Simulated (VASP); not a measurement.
# Al (Fm-3m) in VASP: a series of runs

Aim: see how the results for Al move with the level of theory and the settings. Levels: PBE, r2SCAN. Tasks: single point.

Everything below comes from runs of VASP 6.6.1. Logs are shortened: lines on timing, memory, paths and dates and some standing lists are left out, and cuts for length are marked.

**1. The cell of the first run**

The structure is cubic, space group Fm-3m (No. 225). The conventional cell has a = 4.041 Å, b = 4.041 Å, c = 4.041 Å, α = 90.00°, β = 90.00°, γ = 90.00°. Al (site symmetry m-3m) has 12 Al at 2.86 Å within 3.8 Å.

**2. Single point, PBE**

The input, INCAR:

```
SYSTEM = Al
  PREC = Accurate
  ENCUT = 500
  EDIFF = 1E-6
  ISMEAR = 0
  SIGMA = 0.1
  LREAL = .False.
  LASPH = .True.
  NELM = 120
  ALGO = Normal
  ISIF = 2
  LWAVE = .False.
  LCHARG = .False.
  GGA = PE
  NBANDS = 8
  GGA_COMPAT = .False.
```

The input, KPOINTS:

```
Automatic mesh
0
Gamma
  18 18 18
  0 0 0
```

The input, POSCAR:

```
Al
1.0
    0.0000000000      2.0207284191      2.0207284191
    2.0207284191      0.0000000000      2.0207284191
    2.0207284191      2.0207284191      0.0000000000
Al
1
Direct
    0.0000000000      0.0000000000      0.0000000000
```

Potentials or basis: VASP PAW PBE potentials, release 64 (Al).

Command:

```
> cat potpaw_PBE.64/Al/POTCAR > POTCAR
> mpirun -np 1 vasp_std > vasp.out
```

OUTCAR:

```text
SYSTEM = Al
   PREC = Accurate
   ENCUT = 500
   EDIFF = 1E-6
   ISMEAR = 0
   LREAL = .False.
   LASPH = .True.
   NELM = 120
   ISIF = 2
   GGA = PE

 ion  position               nearest neighbor table
   1  0.000  0.000  0.000-

  LATTYP: Found a face centered cubic cell.
 ALAT       =     4.0414568382

  Lattice vectors:

 A1 = (   0.0000000000,   2.0207284191,   2.0207284191)
 A2 = (   2.0207284191,   0.0000000000,   2.0207284191)
 A3 = (   2.0207284191,   2.0207284191,   0.0000000000)

Analysis of symmetry for initial positions (statically):
=====================================================================
 Subroutine PRICEL returns:
 Original cell was already a primitive cell.

 Routine SETGRP: Setting up the symmetry group for a
 face centered cubic supercell.

 Subroutine GETGRP returns: Found 48 space group operations
 (whereof 48 operations were pure point group operations)
 out of a pool of 48 trial point group operations.

The static configuration has the point symmetry O_h .

Analysis of symmetry for dynamics (positions and initial velocities):
=====================================================================
 Subroutine PRICEL returns:
 Original cell was already a primitive cell.

 Routine SETGRP: Setting up the symmetry group for a
 face centered cubic supercell.

 Subroutine GETGRP returns: Found 48 space group operations
 (whereof 48 operations were pure point group operations)
 out of a pool of 48 trial point group operations.

The dynamic configuration has the point symmetry O_h .

 Subroutine INISYM returns: Found 48 space group operations
 (whereof 48 operations are pure point group operations),
 and found     1 'primitive' translations

----------------------------------------------------------------------------------------

                                     Primitive cell

  volume of cell :      16.5027

  direct lattice vectors                    reciprocal lattice vectors
     0.000000000  2.020728419  2.020728419    -0.247435526  0.247435526  0.247435526
     2.020728419  0.000000000  2.020728419     0.247435526 -0.247435526  0.247435526
     2.020728419  2.020728419  0.000000000     0.247435526  0.247435526 -0.247435526

  length of vectors
     2.857741536  2.857741536  2.857741536     0.428570903  0.428570903  0.428570903

  position of ions in fractional coordinates (direct lattice)
     0.000000000  0.000000000  0.000000000

  ion indices of the primitive-cell ions
   primitive index   ion index
                 1           1

----------------------------------------------------------------------------------------

 KPOINTS: Automatic mesh

Automatic generation of k-mesh.
 Grid dimensions read from file:
 generate k-points for:   18   18   18

 Generating k-lattice:

  Cartesian coordinates                     Fractional coordinates (reciprocal lattice)
    -0.013746418  0.013746418  0.013746418     0.055555556  0.000000000  0.000000000
     0.013746418 -0.013746418  0.013746418     0.000000000  0.055555556  0.000000000
     0.013746418  0.013746418 -0.013746418     0.000000000  0.000000000  0.055555556

  Length of vectors
     0.023809495  0.023809495  0.023809495

  Shift w.r.t. Gamma in fractional coordinates (k-lattice)
     0.000000000  0.000000000  0.000000000

 Subroutine IBZKPT returns following result:
 ===========================================

 Found    195 irreducible k-points:

 Following reciprocal coordinates:
            Coordinates               Weight
  0.000000  0.000000  0.000000      1.000000
  0.055556  0.000000  0.000000      8.000000
  0.111111  0.000000  0.000000      8.000000
  0.166667  0.000000  0.000000      8.000000
  0.222222  0.000000  0.000000      8.000000
  0.277778  0.000000  0.000000      8.000000
[... 16 lines left out ...]
 -0.277778  0.055556  0.000000     24.000000
 -0.222222  0.055556  0.000000     24.000000
 [... further k-points ...]
   k-points           NKPTS =    195   k-points in BZ     NKDIM =    195   number of bands    NBANDS=      8
   number of dos      NEDOS =    301   number of ions     NIONS =      1
   total plane-waves  NPLWV =  13824
   dimension x,y,z NGX =    24 NGY =   24 NGZ =   24
   dimension x,y,z NGXF=    48 NGYF=   48 NGZF=   48
   ions per type =               1
   NGX,Y,Z   is equivalent  to a cutoff of  13.96, 13.96, 13.96 a.u.
   NGXF,Y,Z  is equivalent  to a cutoff of  27.92, 27.92, 27.92 a.u.
 SYSTEM =  Al
   PREC   = accura    normal or accurate (medium, high low for compatibility)
   ISTART =      0    job   : 0-new  1-cont  2-samecut
   ICHARG =      2    charge: 1-file 2-atom 10-const
   ISPIN  =      1    spin polarized calculation?
   LNONCOLLINEAR =      F non collinear calculations
   LSORBIT =      F    spin-orbit coupling
   LASPH  =      T    aspherical Exc in radial PAW
   ENCUT  =  500.0 eV  36.75 Ry    6.06 a.u.   5.21  5.21  5.21*2*pi/ulx,y,z
   NELM   =    120;   NELMIN=  2; NELMDL= -5     # of ELM steps
   EDIFF  = 0.1E-05   stopping-criterion for ELM
   LREAL  =      F    real-space projection
   EDIFFG = 0.1E-04   stopping-criterion for IOM
   NSW    =      0    number of steps for IOM
   IBRION =     -1    ionic relax: 0-MD 1-quasi-New 2-CG
   NFREE  =      0    steps in history (QN), initial steepest desc. (CG)
   ISIF   =      2    stress and relaxation
   ISYM   =      2    0-nonsym 1-usesym 2-fastsym
   POTIM  = 0.5000    time-step for ionic-motion
   TEBEG  =    0.0;   TEEND  =   0.0 temperature during run
   PSTRESS=    0.0 pullay stress
   NELECT =       3.0000    total number of electrons
   NUPDOWN=      -1.0000    fix difference up-down
   EMIN   =  10.00;   EMAX   =-10.00  energy-range for DOS
   EFERMI =   0.00;   METHOD = LEGACY
   ISMEAR =     0;   SIGMA  =   0.10  broadening in eV -4-tet -1-fermi 0-gaus
   EFERMI_NEDOS =   21; number of points for ismear=-14 and -15
   IALGO  =     38    algorithm
   IMIX   =      4    mixing-type and parameters
     AMIX     =   0.40;   BMIX     =  1.00
     AMIX_MAG =   1.60;   BMIX_MAG =  1.00
  volume/ion in A,a.u.               =      16.50       111.37
  Fermi-wavevector in a.u.,A,eV,Ry     =   0.927393  1.752519 11.701805  0.860058
  Thomas-Fermi vector in A             =   2.053458
   LORBIT       =      0    0 simple, 1 ext, 2 COOP (PROOUT), +10 PAW based schemes
   GGA     = PE    functional components
   LHFCALC =     F    Hartree Fock is set to
   AEXX    =    0.0000 exact exchange contribution
   IVDW    =     0    specifies the selected vdW correction
   LEPSILON=     F    determine dielectric tensor
   LRPA    =     F    only Hartree local field effects (RPA)
 non-spin polarized calculation
 Gauss-broadening in eV      SIGMA  =   0.10
  energy-cutoff  :      500.00
  volume of cell :       16.50
 maximum number of plane-waves:       444
 NGX is ok and might be reduce to    24
   NGX = 11   NGY = 11   NGZ = 11

 number of electron       3.0000000 magnetization

 Free energy of the ion-electron system (eV)
  ---------------------------------------------------
  ext. energy  EPLUGINS =         0.00000000
  ---------------------------------------------------
  free energy    TOTEN  =        -3.74452317 eV

  energy without entropy =       -3.74159978  energy(sigma->0) =       -3.74306148

 E-fermi :   7.9897     XC(G=0): -10.1959

 val. band max:        7.9834309867   @ k =  -0.2778   0.2778   0.0556
 cond. band min:       7.9907926790   @ k =  -0.2778   0.5000   0.2222
 fundamental gap:      0.0073616923
 Fermi energy:         7.9897298779

 k-point     1 :       0.0000    0.0000    0.0000
  band No.  band energies     occupation
      1      -3.1347      2.00000
      2      20.6170      0.00000
      3      20.6170      0.00000
      4      20.6170      0.00000
      5      22.1076      0.00000
      6      22.1076      0.00000
      7      22.1076      0.00000
      8      24.4633      0.00000

 k-point     2 :       0.0556    0.0000    0.0000
  band No.  band energies     occupation
      1      -3.0508      2.00000
      2      19.0991      0.00000
      3      20.3047      0.00000
      4      20.3047      0.00000
      5      22.5506      0.00000
      6      22.5506      0.00000
      7      22.6831      0.00000
      8      25.3461      0.00000

 k-point     3 :       0.1111    0.0000    0.0000
  band No.  band energies     occupation
      1      -2.7994      2.00000
      2      16.8766      0.00000
      3      19.7929      0.00000
      4      19.7929      0.00000
      5      22.7464      0.00000
      6      23.4239      0.00000
      7      23.4239      0.00000
      8      25.9146      0.00000

 k-point     4 :       0.1667    0.0000    0.0000
  band No.  band energies     occupation
      1      -2.3814      2.00000
      2      14.6398      0.00000
      3      19.3473      0.00000
      4      19.3473      0.00000
      5      22.5843      0.00000
      6      24.0277      0.00000
      7      24.0277      0.00000
      8      25.2701      0.00000

 k-point     5 :       0.2222    0.0000    0.0000
  band No.  band energies     occupation
      1      -1.7982      2.00000
      2      12.4790      0.00000
      3      19.0200      0.00000
      4      19.0200      0.00000
      5      22.4138      0.00000
      6      23.2563      0.00000
      7      23.2563      0.00000
      8      26.2071      0.00000

 k-point     6 :       0.2778    0.0000    0.0000
  band No.  band energies     occupation
      1      -1.0519      2.00000
      2      10.4253      0.00000
      3      18.8247      0.00000
      4      18.8247      0.00000
      5      22.2643      0.00000
      6      22.2643      0.00000
      7      22.3151      0.00000
      8      26.2641      0.00000

 k-point     7 :       0.3333    0.0000    0.0000
  band No.  band energies     occupation
      1      -0.1450      2.00000
      2       8.4941      0.00000
      3      18.7665      0.00000
      4      18.7665      0.00000
      5      21.3599      0.00000
      6      21.3599      0.00000
      7      22.3279      0.00000
      8      25.3305      0.00000

 k-point     8 :       0.3889    0.0000    0.0000
  band No.  band energies     occupation
      1       0.9196      2.00000
      2       6.6949      2.00000
      3      18.8476      0.00000
      4      18.8476      0.00000
      5      20.5806      0.00000
      6      20.5806      0.00000
      7      22.4732      0.00000
      8      24.4964      0.00000

 k-point     9 :       0.4444    0.0000    0.0000
  band No.  band energies     occupation
      1       2.1376      2.00000
      2       5.0352      2.00000
      3      19.0690      0.00000
      4      19.0690      0.00000
      5      19.9374      0.00000
      6      19.9374      0.00000
      7      22.7597      0.00000
      8      23.7854      0.00000

 k-point    10 :       0.5000    0.0000    0.0000
  band No.  band energies     occupation
      1       3.4062      2.00000
      2       3.6191      2.00000
      3      19.4068      0.00000
      4      19.4068      0.00000
      5      19.4587      0.00000
      6      19.4587      0.00000
      7      23.1244      0.00000
      8      23.2775      0.00000
[... 78 lines left out ...]
 k-point    18 :       0.4444    0.0556    0.0000
  band No.  band energies     occupation
      1       1.7868      2.00000
      2       5.6421      2.00000
      3      17.8871      0.00000
      4      18.4809      0.00000
      5      19.2977      0.00000
      6      21.3546      0.00000
      7      23.5954      0.00000
      8      24.6041      0.00000

 k-point    19 :       0.5000    0.0556    0.0000
  band No.  band energies     occupation
      1       3.0982      2.00000
      2       4.0854      2.00000
      3      17.9201      0.00000
      4      18.2023      0.00000
      5      19.6273      0.00000
      6      20.8075      0.00000
      7      23.9111      0.00000
      8      24.0511      0.00000

 k-point    20 :      -0.4444    0.0556    0.0000
  band No.  band energies     occupation
      1       2.6474      2.00000
      2       4.5852      2.00000
      3      17.5028      0.00000
      4      18.6594      0.00000
      5      20.1001      0.00000
      6      20.3997      0.00000
      7      23.5115      0.00000
      8      24.4868      0.00000

 k-point    21 :      -0.3889    0.0556    0.0000
  band No.  band energies     occupation
      1       1.3810      2.00000
      2       6.1947      2.00000
      3      17.2303      0.00000
      4      19.2558      0.00000
      5      20.1343      0.00000
      6      20.7134      0.00000
      7      23.1815      0.00000
      8      25.1247      0.00000

 k-point    22 :      -0.3333    0.0556    0.0000
  band No.  band energies     occupation
      1       0.2654      2.00000
      2       7.9462      1.46201
      3      17.1029      0.00000
      4      19.9106      0.00000
      5      20.0895      0.00000
      6      21.4612      0.00000
      7      22.9916      0.00000
      8      25.8744      0.00000

 k-point    23 :      -0.2778    0.0556    0.0000
  band No.  band energies     occupation
      1      -0.6940      2.00000
      2       9.8309      0.00000
      3      17.1204      0.00000
      4      19.9909      0.00000
      5      20.8910      0.00000
      6      22.3255      0.00000
      7      22.9439      0.00000
      8      26.6648      0.00000

 k-point    24 :      -0.2222    0.0556    0.0000
  band No.  band energies     occupation
      1      -1.4937      2.00000
      2      11.8391      0.00000
      3      17.2823      0.00000
      4      20.1336      0.00000
      5      21.8790      0.00000
      6      22.9295      0.00000
      7      23.3767      0.00000
      8      25.5789      0.00000

 [... further k-points ...]
[... 5 lines left out ...]
  --------------------------------------------------------------------------------------
  -------------------------------------------------------------------------------------
  Total       -0.0046636     -0.0046636     -0.0046636      0.0000000     -0.0000000      0.0000000
  in kB       -0.4527702     -0.4527702     -0.4527702      0.0000000     -0.0000000      0.0000000
  external PRESSURE =      -0.4527702 kB  Pullay stress =       0.0000000 kB

 VOLUME and BASIS-vectors are now :
 -----------------------------------------------------------------------------
  energy-cutoff  :      500.00
  volume of cell :       16.50
      direct lattice vectors                 reciprocal lattice vectors
     0.000000000  2.020728419  2.020728419    -0.247435526  0.247435526  0.247435526
     2.020728419  0.000000000  2.020728419     0.247435526 -0.247435526  0.247435526
     2.020728419  2.020728419  0.000000000     0.247435526  0.247435526 -0.247435526

 POSITION                                       TOTAL-FORCE (eV/Angst)
 -----------------------------------------------------------------------------------
      0.00000      0.00000      0.00000        -0.000000     -0.000000     -0.000000
 -----------------------------------------------------------------------------------
    total drift:                                0.000000     -0.000000      0.000000

  FREE ENERGIE OF THE ION-ELECTRON SYSTEM (eV)
  ---------------------------------------------------
  free  energy   TOTEN  =        -3.7445231706 eV

  energy  without entropy=       -3.7415997797  energy(sigma->0) =       -3.74306148
```

Run time: 8.6 s. Hardware: 1 thread of Intel Xeon Platinum 8488C (Sapphire Rapids), shared host; peak memory 0.14 GiB.

Results:

| Property | Result |
| --- | --- |
| Free energy | -3.7445 eV |
| Pressure | 0.0 GPa |
| Band gap on the k mesh | zero (an odd number of electrons rules out a gap without spin polarisation) |

**3. Single point, r2SCAN**

POSCAR is that of step 2.

The input, INCAR.step1:

```
SYSTEM = Al
  PREC = Accurate
  ENCUT = 550
  ISMEAR = 0
  SIGMA = 0.1
  LREAL = .False.
  LASPH = .True.
  NELM = 120
  NBANDS = 8
  GGA = PE
  ALGO = Normal
  EDIFF = 1E-5
  LWAVE = .True.
  LCHARG = .False.
  GGA_COMPAT = .False.
```

The input, INCAR.step2:

```
SYSTEM = Al
  PREC = Accurate
  ENCUT = 550
  EDIFF = 1E-6
  ISMEAR = 0
  SIGMA = 0.1
  LREAL = .False.
  LASPH = .True.
  NELM = 120
  ALGO = Normal
  ISIF = 2
  LWAVE = .False.
  LCHARG = .False.
  METAGGA = R2SCAN
  LMIXTAU = .True.
  NBANDS = 8
  ISTART = 1
  GGA_COMPAT = .False.
```

KPOINTS is that of step 2.

Potentials or basis: VASP PAW PBE potentials, release 64 (Al).

Command:

```
> cat potpaw_PBE.64/Al/POTCAR > POTCAR
> cp INCAR.step1 INCAR
> mpirun -np 1 vasp_std > vasp.out
> cp INCAR.step2 INCAR
> mpirun -np 1 vasp_std > vasp.out
```

Wall time 41 s (1 thread of Intel Xeon Platinum 8488C (Sapphire Rapids), shared host); peak memory 0.15 GiB.

The run converged. Its results:

| Quantity | Value |
| --- | --- |
| Free energy | -6.7296 eV |
| Pressure | -3.4 GPa |
| Band gap on the k mesh | zero (an odd number of electrons rules out a gap without spin polarisation) |

Levels at points of the mesh, in eV from the Fermi level:
```
           k point  band 1  band 2  band 3  band 4  band 5  band 6
(0.00, 0.00, 0.00)  -11.84   13.32   13.32   13.32   15.22   15.22
(0.50, 0.00, 0.00)   -5.00   -4.53   12.08   12.08   12.31   12.31
(0.50, 0.50, 0.00)   -3.16   -1.65    5.46    6.00    6.00    9.90
```

Caveat: the cell stands under tension; the PAW data sets were made with another functional, which shifts forces and pressure a little.
